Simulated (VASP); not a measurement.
A run of VASP 6.6.1 is set up as follows.

POSCAR

```
Ag
1.0
    2.8862000000      0.0000000000      0.0000000000
   -1.4431000000      2.4995225204      0.0000000000
    0.0000000000      0.0000000000     10.0000000000
Ag
4
Direct
    0.0000000000      0.0000000000      0.5000000000
    0.0000000000      0.0000000000      0.0000000000
    0.6666666667      0.3333333333      0.7500000000
    0.3333333333      0.6666666667      0.2500000000
```

Contents of INCAR.step1:

```
PREC = Accurate
ENCUT = 520
ISMEAR = -1
SIGMA = 0.05
LREAL = F
LASPH = T
NELM = 60
NBANDS = 30
GGA = PE
ALGO = Normal
EDIFF = 1E-4
LWAVE = T
LCHARG = F
```

INCAR.step2

```
PREC = Accurate
ENCUT = 520
EDIFF = 1E-6
ISMEAR = -1
SIGMA = 0.05
LREAL = F
LASPH = T
NELM = 60
ALGO = Normal
ISIF = 2
LWAVE = F
LCHARG = F
METAGGA = R2SCAN
LMIXTAU = T
NBANDS = 30
ISTART = 1
```

KPOINTS

```
regular mesh
0
Gamma
  11 11 3
```

Potentials or basis: VASP PAW PBE potentials, release 64 (Ag).

Run with:

```bash
$ cat potpaw_PBE.64/Ag/POTCAR > POTCAR
$ cp INCAR.step1 INCAR
$ mpirun -np 1 vasp_std > vasp.out
$ cp INCAR.step2 INCAR
$ mpirun -np 1 vasp_std > vasp.out
```

(1) Predict the pressure.

(2) Predict the band gap on the k mesh.

Results:

(1) -3.4 GPa.

(2) zero (bands 22 and 23 overlap by 6.36 eV).

Caveat: the cell stands under tension; the PAW data sets were made with another functional, which shifts forces and pressure a little.
